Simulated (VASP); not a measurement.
# LiCl (Fm-3m) in VASP: notebook

Runs on LiCl. Level: r2SCAN. Tasks: single point, relaxation of cell and atoms.

All numbers are computed with VASP 6.6.1; they aren't measurements. Logs are shortened: lines on timing, memory, paths and dates and some standing lists are left out, and cuts for length are marked.

### 1 The cell of the first run

The structure is cubic, space group Fm-3m (No. 225). The conventional cell has a = 5.138 Å, b = 5.138 Å, c = 5.138 Å, α = 90.00°, β = 90.00°, γ = 90.00°. Li (site symmetry m-3m) has 6 Cl at 2.57 Å within 3.4 Å. Cl (site symmetry m-3m) has 6 Li at 2.57 Å within 3.4 Å.

### 2 Single point, r2SCAN

File POSCAR:

```
LiCl
1.0
    0.0000000000      2.5689233391      2.5689233391
    2.5689233391      0.0000000000      2.5689233391
    2.5689233391      2.5689233391      0.0000000000
Li Cl
1 1
Direct
    0.0000000000      0.0000000000      0.0000000000
    0.5000000000      0.5000000000      0.5000000000
```

File INCAR.step1:

```
SYSTEM = LiCl
  PREC = Accurate
  ENCUT = 520
  ISMEAR = -1
  SIGMA = 0.02
  LREAL = .FALSE.
  LASPH = .TRUE.
  NELM = 100
  NBANDS = 12
  GGA = PE
  ALGO = Normal
  EDIFF = 1E-4
  LWAVE = .TRUE.
  LCHARG = .FALSE.
```

File INCAR.step2:

```
SYSTEM = LiCl
  PREC = Accurate
  ENCUT = 520
  EDIFF = 1E-6
  ISMEAR = -1
  SIGMA = 0.02
  LREAL = .FALSE.
  LASPH = .TRUE.
  NELM = 100
  ALGO = Normal
  ISIF = 2
  LWAVE = .FALSE.
  LCHARG = .FALSE.
  METAGGA = R2SCAN
  LMIXTAU = .TRUE.
  NBANDS = 12
  ISTART = 1
```

File KPOINTS:

```
Automatic mesh
0
G
  7 7 7
  0 0 0
```

Potentials or basis: VASP PAW PBE potentials, release 64 (Li_sv, Cl).

Started as:

```console
$ cat potpaw_PBE.64/Li_sv/POTCAR potpaw_PBE.64/Cl/POTCAR > POTCAR
$ cp INCAR.step1 INCAR
$ mpirun -np 1 vasp_std > vasp.out
$ cp INCAR.step2 INCAR
$ mpirun -np 1 vasp_std > vasp.out
```

OUTCAR:

```text
SYSTEM = LiCl
   PREC = Accurate
   ENCUT = 520
   EDIFF = 1E-6
   ISMEAR = -1
   LREAL = .FALSE.
   LASPH = .TRUE.
   NELM = 100
   ISIF = 2
   METAGGA = R2SCAN
   ISTART = 1

 ion  position               nearest neighbor table
   1  0.000  0.000  0.000-   2 2.57   2 2.57   2 2.57   2 2.57   2 2.57   2 2.57
   2  0.500  0.500  0.500-   1 2.57   1 2.57   1 2.57   1 2.57   1 2.57   1 2.57

  LATTYP: Found a face centered cubic cell.
 ALAT       =     5.1378466782

  Lattice vectors:

 A1 = (   0.0000000000,   2.5689233391,   2.5689233391)
 A2 = (   2.5689233391,   0.0000000000,   2.5689233391)
 A3 = (   2.5689233391,   2.5689233391,   0.0000000000)

Analysis of symmetry for initial positions (statically):
=====================================================================
 Subroutine PRICEL returns:
 Original cell was already a primitive cell.

 Routine SETGRP: Setting up the symmetry group for a
 face centered cubic supercell.

 Subroutine GETGRP returns: Found 48 space group operations
 (whereof 48 operations were pure point group operations)
 out of a pool of 48 trial point group operations.

The static configuration has the point symmetry O_h .

Analysis of symmetry for dynamics (positions and initial velocities):
=====================================================================
 Subroutine PRICEL returns:
 Original cell was already a primitive cell.

 Routine SETGRP: Setting up the symmetry group for a
 face centered cubic supercell.

 Subroutine GETGRP returns: Found 48 space group operations
 (whereof 48 operations were pure point group operations)
 out of a pool of 48 trial point group operations.

The dynamic configuration has the point symmetry O_h .

 Subroutine INISYM returns: Found 48 space group operations
 (whereof 48 operations are pure point group operations),
 and found     1 'primitive' translations

----------------------------------------------------------------------------------------

                                     Primitive cell

  volume of cell :      33.9065

  direct lattice vectors                    reciprocal lattice vectors
     0.000000000  2.568923339  2.568923339    -0.194634068  0.194634068  0.194634068
     2.568923339  0.000000000  2.568923339     0.194634068 -0.194634068  0.194634068
     2.568923339  2.568923339  0.000000000     0.194634068  0.194634068 -0.194634068

  length of vectors
[... 84 lines left out ...]
   ISYM   =      2    0-nonsym 1-usesym 2-fastsym
   POTIM  = 0.5000    time-step for ionic-motion
   TEBEG  =    0.0;   TEEND  =   0.0 temperature during run
   PSTRESS=    0.0 pullay stress
   NELECT =      10.0000    total number of electrons
   NUPDOWN=      -1.0000    fix difference up-down
   EMIN   =  10.00;   EMAX   =-10.00  energy-range for DOS
   EFERMI =   0.00;   METHOD = LEGACY
   ISMEAR =    -1;   SIGMA  =   0.02  broadening in eV -4-tet -1-fermi 0-gaus
   EFERMI_NEDOS =   21; number of points for ismear=-14 and -15
   IALGO  =     38    algorithm
   IMIX   =      4    mixing-type and parameters
     AMIX     =   0.40;   BMIX     =  1.00
     AMIX_MAG =   1.60;   BMIX_MAG =  1.00
  volume/ion in A,a.u.               =      16.95       114.41
  Fermi-wavevector in a.u.,A,eV,Ry     =   1.089717  2.059266 16.156686  1.187483
  Thomas-Fermi vector in A             =   2.225926
   LORBIT       =      0    0 simple, 1 ext, 2 COOP (PROOUT), +10 PAW based schemes
   METAGGA = R2SCAN    functional components
   LHFCALC =     F    Hartree Fock is set to
   AEXX    =    0.0000 exact exchange contribution
   IVDW    =     0    specifies the selected vdW correction
   LEPSILON=     F    determine dielectric tensor
   LRPA    =     F    only Hartree local field effects (RPA)
 non-spin polarized calculation
  energy-cutoff  :      520.00
  volume of cell :       33.91
 maximum number of plane-waves:       941
   NGX = 13   NGY = 13   NGZ = 13

 number of electron      10.0000007 magnetization

 Free energy of the ion-electron system (eV)
  ---------------------------------------------------
  ext. energy  EPLUGINS =         0.00000000
  ---------------------------------------------------
  free energy    TOTEN  =       -12.58590548 eV

  energy without entropy =      -12.58590548  energy(sigma->0) =      -12.58590548

 E-fermi :   0.7269     XC(G=0):  -9.1405

 val. band max:        0.1520100418   @ k =   0.0000   0.0000   0.0000
 cond. band min:       7.4159294322   @ k =   0.0000   0.0000   0.0000
 fundamental gap:      7.2639193904
 Fermi energy:         0.7269441678

 k-point     1 :       0.0000    0.0000    0.0000
  band No.  band energies     occupation
      1     -44.6716      2.00000
      2     -13.8142      2.00000
      3       0.1520      2.00000
      4       0.1520      2.00000
      5       0.1520      2.00000
      6       7.4159      0.00000
      7      12.8109      0.00000
      8      12.8109      0.00000
      9      12.8109      0.00000
     10      15.5202      0.00000
     11      15.5202      0.00000
     12      15.9782      0.00000
[... 271 lines left out ...]
 k-point    20 :      -0.2857    0.4286    0.1429
  band No.  band energies     occupation
      1     -44.6682      2.00000
      2     -13.0181      2.00000
      3      -2.1032      2.00000
      4      -1.8465      2.00000
      5      -0.7803      2.00000
      6       9.8146      0.00000
      7      11.1905      0.00000
      8      11.8453      0.00000
      9      11.8863      0.00000
     10      16.3951      0.00000
     11      17.4325      0.00000
     12      19.8990      0.00000

------------------------ aborting loop because EDIFF is reached ----------------------------------------

  FORCE on cell =-STRESS in cart. coord.  units (eV):
  Direction    XX          YY          ZZ          XY          YZ          ZX
  --------------------------------------------------------------------------------------
  -------------------------------------------------------------------------------------
  Total       -0.2180629     -0.2180629     -0.2180629     -0.0000000      0.0000000      0.0000000
  in kB      -10.3040714    -10.3040714    -10.3040714     -0.0000000      0.0000000      0.0000000
  external PRESSURE =     -10.3040714 kB  Pullay stress =       0.0000000 kB

 VOLUME and BASIS-vectors are now :
 -----------------------------------------------------------------------------
  energy-cutoff  :      520.00
  volume of cell :       33.91
      direct lattice vectors                 reciprocal lattice vectors
     0.000000000  2.568923339  2.568923339    -0.194634068  0.194634068  0.194634068
     2.568923339  0.000000000  2.568923339     0.194634068 -0.194634068  0.194634068
     2.568923339  2.568923339  0.000000000     0.194634068  0.194634068 -0.194634068

 POSITION                                       TOTAL-FORCE (eV/Angst)
 -----------------------------------------------------------------------------------
      0.00000      0.00000      0.00000         0.000000      0.000000      0.000000
      2.56892      2.56892      2.56892        -0.000000     -0.000000     -0.000000
 -----------------------------------------------------------------------------------
    total drift:                                0.000000      0.000000      0.000000

  FREE ENERGIE OF THE ION-ELECTRON SYSTEM (eV)
  ---------------------------------------------------
  free  energy   TOTEN  =       -12.5859054775 eV

  energy  without entropy=      -12.5859054775  energy(sigma->0) =      -12.58590548
```

OSZICAR.step1:

```text
N       E                     dE             d eps       ncg     rms          rms(c)
DAV:   1     0.379231215897E+02    0.37923E+02   -0.40279E+03   480   0.773E+02
DAV:   2    -0.525125201307E+01   -0.43174E+02   -0.41821E+02   620   0.135E+02
DAV:   3    -0.740223259091E+01   -0.21510E+01   -0.21440E+01   616   0.322E+01
DAV:   4    -0.745066561026E+01   -0.48433E-01   -0.48417E-01   656   0.505E+00
DAV:   5    -0.745120835265E+01   -0.54274E-03   -0.54273E-03   636   0.513E-01    0.238E+00
DAV:   6    -0.737997471574E+01    0.71234E-01   -0.15381E-01   592   0.183E+00    0.170E+00
DAV:   7    -0.738180280639E+01   -0.18281E-02   -0.49467E-02   732   0.116E+00    0.925E-01
DAV:   8    -0.738600990675E+01   -0.42071E-02   -0.63916E-03   564   0.550E-01    0.153E-01
DAV:   9    -0.738597324834E+01    0.36658E-04   -0.20117E-04   588   0.984E-02
   1 F= -.73859732E+01 E0= -.73859732E+01  d E =-.266459E-11
```

It took 18 s on 1 thread of Intel Xeon 6975P-C (Granite Rapids), shared host; peak memory 0.15 GiB.

Results:

- Free energy: -12.5859 eV
- Band gap on the k mesh: 7.26 eV

Caveat: the cutoff is under 1.25 times the usual one of these potentials, so pressure, stress and relaxed cells hold a basis-set (Pulay) error; the PAW data sets were made with another functional, which shifts forces and pressure a little; an odd mesh through Γ misses points on the zone boundary, where band edges can lie.

### 3 Relaxation of cell and atoms, r2SCAN

This run uses another cell than the first one, of 16.70 Å³/atom.

File POSCAR:

```
LiCl
1.0
    0.0000000000      2.5562056885      2.5562056885
    2.5562056885      0.0000000000      2.5562056885
    2.5562056885      2.5562056885      0.0000000000
Li Cl
1 1
Direct
    0.0000000000      0.0000000000      0.0000000000
    0.5000000000      0.5000000000      0.5000000000
```

File INCAR.step1:

```
PREC = Accurate
ENCUT = 600
ISMEAR = -1
SIGMA = 0.02
LREAL = F
LASPH = T
NELM = 80
GGA = PE
ALGO = Normal
EDIFF = 1E-4
LWAVE = T
LCHARG = F
```

File INCAR.step2:

```
PREC = Accurate
ENCUT = 600
EDIFF = 1E-7
ISMEAR = -1
SIGMA = 0.02
LREAL = F
LASPH = T
NELM = 80
ALGO = Normal
ISIF = 3
LWAVE = F
LCHARG = F
METAGGA = R2SCAN
LMIXTAU = T
IBRION = 2
NSW = 80
EDIFFG = -0.03
ISTART = 1
```

File KPOINTS:

```
Automatic mesh
0
Gamma
  7 7 7
```

Potentials or basis: VASP PAW PBE potentials, release 64 (Li_sv, Cl).

Started as:

```console
$ cat potpaw_PBE.64/Li_sv/POTCAR potpaw_PBE.64/Cl/POTCAR > POTCAR
$ cp INCAR.step1 INCAR
$ mpirun -np 1 vasp_std > vasp.out
$ cp INCAR.step2 INCAR
$ mpirun -np 1 vasp_std > vasp.out
```

OUTCAR:

```text
PREC = Accurate
   ENCUT = 600
   EDIFF = 1E-7
   ISMEAR = -1
   LREAL = F
   LASPH = T
   NELM = 80
   ISIF = 3
   METAGGA = R2SCAN
   IBRION = 2
   NSW = 80
   EDIFFG = -0.03
   ISTART = 1

 ion  position               nearest neighbor table
   1  0.000  0.000  0.000-   2 2.56   2 2.56   2 2.56   2 2.56   2 2.56   2 2.56
   2  0.500  0.500  0.500-   1 2.56   1 2.56   1 2.56   1 2.56   1 2.56   1 2.56

  LATTYP: Found a face centered cubic cell.
 ALAT       =     5.1124113770
[... 471 lines left out ...]

  FORCE on cell =-STRESS in cart. coord.  units (eV):
  Direction    XX          YY          ZZ          XY          YZ          ZX
  --------------------------------------------------------------------------------------
  -------------------------------------------------------------------------------------
  Total       -0.0498195     -0.0498195     -0.0498195      0.0000000      0.0000000     -0.0000000
  in kB       -2.4094539     -2.4094539     -2.4094539      0.0000000      0.0000000     -0.0000000
  external PRESSURE =      -2.4094539 kB  Pullay stress =       0.0000000 kB

 VOLUME and BASIS-vectors are now :
 -----------------------------------------------------------------------------
  energy-cutoff  :      600.00
  volume of cell :       33.13
      direct lattice vectors                 reciprocal lattice vectors
     0.000000000  2.549101109  2.549101109    -0.196147575  0.196147575  0.196147575
     2.549101109  0.000000000  2.549101109     0.196147575 -0.196147575  0.196147575
     2.549101109  2.549101109 -0.000000000     0.196147575  0.196147575 -0.196147575

 POSITION                                       TOTAL-FORCE (eV/Angst)
 -----------------------------------------------------------------------------------
      0.00000      0.00000      0.00000         0.000000      0.000000     -0.000000
      2.54910      2.54910      2.54910        -0.000000     -0.000000      0.000000
 -----------------------------------------------------------------------------------
    total drift:                               -0.000000     -0.000000      0.000000

  FREE ENERGIE OF THE ION-ELECTRON SYSTEM (eV)
  ---------------------------------------------------
  free  energy   TOTEN  =       -12.5902911942 eV

  energy  without entropy=      -12.5902911942  energy(sigma->0) =      -12.59029119

 reached required accuracy - stopping structural energy minimisation
```

OUTCAR.step1:

```text
PREC = Accurate
   ENCUT = 600
   ISMEAR = -1
   LREAL = F
   LASPH = T
   NELM = 80
[... 452 lines left out ...]
 -----------------------------------------------------------------------------------
      0.00000      0.00000      0.00000        -0.000000     -0.000000     -0.000000
      2.55621      2.55621      2.55621         0.000000      0.000000      0.000000
 -----------------------------------------------------------------------------------
    total drift:                               -0.000000     -0.000000      0.000000

  FREE ENERGIE OF THE ION-ELECTRON SYSTEM (eV)
  ---------------------------------------------------
  free  energy   TOTEN  =        -7.3842423639 eV

  energy  without entropy=       -7.3842423639  energy(sigma->0) =       -7.38424236
```

Wall time 33 s (1 thread of Intel Xeon 6975P-C (Granite Rapids), shared host); peak memory 0.17 GiB.

Results:

```
Free energy                           : -12.5903 eV
Relaxed volume                        : 16.56 Å³/atom
Relaxed cell                          : a = 3.605 Å, b = 3.605 Å, c = 3.605 Å, α = 60.00°, β = 60.00°, γ = 60.00°
Space group after relaxing (to 0.1 Å) : Fm-3m (No. 225)
Energy gained by relaxing             : 0.4 meV/atom
Ionic steps                           : 2
Pressure after relaxing               : -0.2 GPa
Band gap on the k mesh                : 7.42 eV
```

The path:
| step | energy change (eV) | largest force (eV/Å) | pressure (GPa) | volume (Å³) |
| --- | --- | --- | --- | --- |
| 1 | 0.0000 | 0.0000 | -0.55 | 33.41 |
| 2 | -0.0008 | 0.0000 | -0.24 | 33.13 |

Final structure:
```
Li Cl
1.0
     0.00000    2.54910    2.54910
     2.54910    0.00000    2.54910
     2.54910    2.54910    0.00000
Li Cl
1 1
Direct
  0.00000 0.00000 0.00000
  0.50000 0.50000 0.50000
```

Caveat: the cutoff is under 1.25 times the usual one of these potentials, so pressure, stress and relaxed cells hold a basis-set (Pulay) error; the PAW data sets were made with another functional, which shifts forces and pressure a little; an odd mesh through Γ misses points on the zone boundary, where band edges can lie.

### 4 Relaxation of cell and atoms, r2SCAN

This run uses another cell than the first one, of 16.88 Å³/atom.

File POSCAR:

```
LiCl
1.0
    0.0000000000      2.5650000000      2.5650000000
    2.5650000000      0.0000000000      2.5650000000
    2.5650000000      2.5650000000      0.0000000000
Li Cl
1 1
Direct
    0.0000000000      0.0000000000      0.0000000000
    0.5000000000      0.5000000000      0.5000000000
```

File INCAR.step1:

```
SYSTEM = LiCl
  PREC = Accurate
  ENCUT = 600
  ISMEAR = -1
  SIGMA = 0.02
  LREAL = .FALSE.
  LASPH = .TRUE.
  NELM = 100
  GGA = PE
  ALGO = Normal
  EDIFF = 1E-4
  LWAVE = .TRUE.
  LCHARG = .FALSE.
```

File INCAR.step2:

```
SYSTEM = LiCl
  PREC = Accurate
  ENCUT = 600
  EDIFF = 1E-6
  ISMEAR = -1
  SIGMA = 0.02
  LREAL = .FALSE.
  LASPH = .TRUE.
  NELM = 100
  ALGO = Normal
  ISIF = 3
  LWAVE = .FALSE.
  LCHARG = .FALSE.
  METAGGA = R2SCAN
  LMIXTAU = .TRUE.
  IBRION = 2
  NSW = 80
  EDIFFG = -0.03
  ISTART = 1
```

File KPOINTS:

```
Automatic mesh
0
G
  7 7 7
  0 0 0
```

Started as:

```console
$ cat potpaw_PBE.64/Li_sv/POTCAR potpaw_PBE.64/Cl/POTCAR > POTCAR
$ cp INCAR.step1 INCAR
$ mpirun -np 1 vasp_std > vasp.out
$ cp INCAR.step2 INCAR
$ mpirun -np 1 vasp_std > vasp.out
```

Run time: 41 s. Hardware: 1 thread of Intel Xeon 6975P-C (Granite Rapids), shared host; peak memory 0.17 GiB.

The run converged. Its results:

- Free energy: -12.5905 eV
- Relaxed volume: 16.57 Å³/atom
- Relaxed cell: a = 3.606 Å, b = 3.606 Å, c = 3.606 Å, α = 60.00°, β = 60.00°, γ = 60.00°
- Space group after relaxing (to 0.1 Å): Fm-3m (No. 225)
- Energy gained by relaxing: 1.3 meV/atom
- Ionic steps: 3
- Pressure after relaxing: -0.3 GPa
- Band gap on the k mesh: 7.41 eV

Step by step:
```csv
step,energy change (eV),largest force (eV/Å),pressure (GPa),volume (Å³)
1,0.0000,0.0000,-0.88,33.75
2,-0.0021,0.0000,-0.44,33.30
3,-0.0025,0.0000,-0.26,33.15
```

Final structure:
```
Li Cl
1.0
     0.00000    2.54955    2.54955
     2.54955    0.00000    2.54955
     2.54955    2.54955    0.00000
Li Cl
1 1
Direct
  0.00000 0.00000 0.00000
  0.50000 0.50000 0.50000
```

Levels at points of the mesh, in eV from the valence-band top:
```csv
k point,band 1,band 2,band 3,band 4,band 5,band 6,band 7,band 8,band 9
"(0.00, 0.00, 0.00)",-44.79,-14.05,0.00,0.00,0.00,7.41,12.68,12.68,12.68
```

Caveat: the cutoff is under 1.25 times the usual one of these potentials, so pressure, stress and relaxed cells hold a basis-set (Pulay) error; the PAW data sets were made with another functional, which shifts forces and pressure a little; an odd mesh through Γ misses points on the zone boundary, where band edges can lie.

### 5 Overview

```csv
task,cell,cutoff (eV),gap on the mesh (eV),pressure (GPa),relaxed volume (Å³/atom)
single point,"a = 3.633 Å, angles 60.0°, 2 atoms",520,7.26,-,-
relaxation of cell and atoms,"relaxed from a = 3.615 Å, angles 60.0°, 2 atoms",600,7.42,-0.2,16.56
relaxation of cell and atoms,"relaxed from a = 3.627 Å, angles 60.0°, 2 atoms",600,7.41,-0.3,16.57
```

Alike in all rows: level r2SCAN; potentials or basis VASP PAW PBE potentials, release 64 (Li_sv, Cl); no spin polarisation; k mesh 7 × 7 × 7; smearing fermi-dirac 0.02 eV.

Caveats: the cutoff is under 1.25 times the usual one of these potentials, so pressure, stress and relaxed cells hold a basis-set (Pulay) error; the PAW data sets were made with another functional, which shifts forces and pressure a little; an odd mesh through Γ misses points on the zone boundary, where band edges can lie.

Total energies depend on the potentials used, so only differences within one code and one set of settings carry meaning.
